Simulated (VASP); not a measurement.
B2W, 3 atoms in the cell. It takes space group P6/mmm (No. 191, hexagonal). The conventional cell has a = 3.040 Å, b = 3.040 Å, c = 3.070 Å, α = 90.00°, β = 90.00°, γ = 120.00°. Within 2.4 Å of B (site symmetry -6m2) lie 3 B at 1.76 Å and 6 W at 2.33 Å. W (site symmetry 6/mmm) has 12 B at 2.33 Å and 8 W at 3.04 to 3.07 Å within 3.1 Å. 

```yaml
Program: VASP 6.6.1
Task: single point
Functional: LDA
Potentials_or_basis: VASP PAW LDA potentials, release 64 (B, W_sv)
Cutoff: 520 eV
k_mesh: 14 × 14 × 12
Occupations: fermi-dirac, width 0.05 eV
Spin: no spin polarisation
Dipole_correction: no
Further_INCAR_settings: ALGO = Normal; EDIFF = 1e-06; NBANDS = 17
```

Potentials or basis: VASP PAW LDA potentials, release 64 (B, W_sv).

Launch:

```bash
$ cat potpaw_LDA.64/B/POTCAR potpaw_LDA.64/W_sv/POTCAR > POTCAR
$ mpirun -np 1 vasp_std > vasp.out
```

Hardware: 1 thread of Intel Xeon 8259CL (shared host).

How long does it take, and how much memory?

Run time: 38 s on 1 thread of Intel Xeon 8259CL, on a shared host, peak memory 0.18 GiB. Counts: scf iterations 11, k points 168.
